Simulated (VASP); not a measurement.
Runs of VASP 6.6.1 on Se. The structure is that of space group Pm-3m (No. 221), or close to it. The cells are those of the table. 

```csv
task,level,potentials or basis,cell,cutoff (eV),smearing,gap on the mesh (eV),pressure (GPa),relaxed volume (Å³/atom)
single point,PBEsol+D3(BJ),"VASP PAW PBE potentials, release 64 (Se)","a = 2.765 Å, 1 atom",520,fermi-dirac 0.05 eV,none,-0.2,-
single point,PBE,"VASP PAW PBE potentials, release 64 (Se)","a = 2.790, b = 2.800, c = 2.843 Å, angles 89.8, 90.1, 88.2°, 1 atom",520,gaussian 0.1 eV,none,(c),-
single point,r2SCAN,"VASP PAW PBE potentials, release 64 (Se)","a = 2.821 Å, 1 atom",520,fermi-dirac 0.05 eV,none,-0.1,-
single point,PBEsol,"VASP PAW PBE potentials, release 64 (Se)","a = 2.791 Å, 1 atom",520,fermi-dirac 0.05 eV,none,0.1,-
relaxation of cell and atoms,PBE,"VASP PAW PBE potentials, release 64 (Se)","relaxed from a = 2.811 Å, 1 atom",600,fermi-dirac 0.05 eV,none,0.0,(b)
relaxation of cell and atoms,LDA,"VASP PAW LDA potentials, release 64 (Se)","relaxed from a = 2.811 Å, 1 atom",600,fermi-dirac 0.05 eV,none,0.0,21.37
relaxation of cell and atoms,r2SCAN,"VASP PAW PBE potentials, release 64 (Se)","relaxed from a = 2.811 Å, 1 atom",600,fermi-dirac 0.05 eV,none,0.0,22.41
relaxation of cell and atoms,PBEsol,"VASP PAW PBE potentials, release 64 (Se)","relaxed from a = 2.811 Å, 1 atom",600,fermi-dirac 0.05 eV,none,0.0,(a)
```

Alike in all rows: no spin polarisation; k mesh 9 × 9 × 9.

Fill in the values left out.

(a) 21.76; (b) 22.82; (c) 2.0.

Caveats: the PAW data sets were made with another functional, which shifts forces and pressure a little (some runs); three body term missing (some runs); pairwise dispersion overbinds metals, which lowers pressure and volume (some runs).

A k mesh can miss the band edges, and the runs leave out spin-orbit coupling on Se.

A gap of «none» marks levels without a gap at the run's occupations.
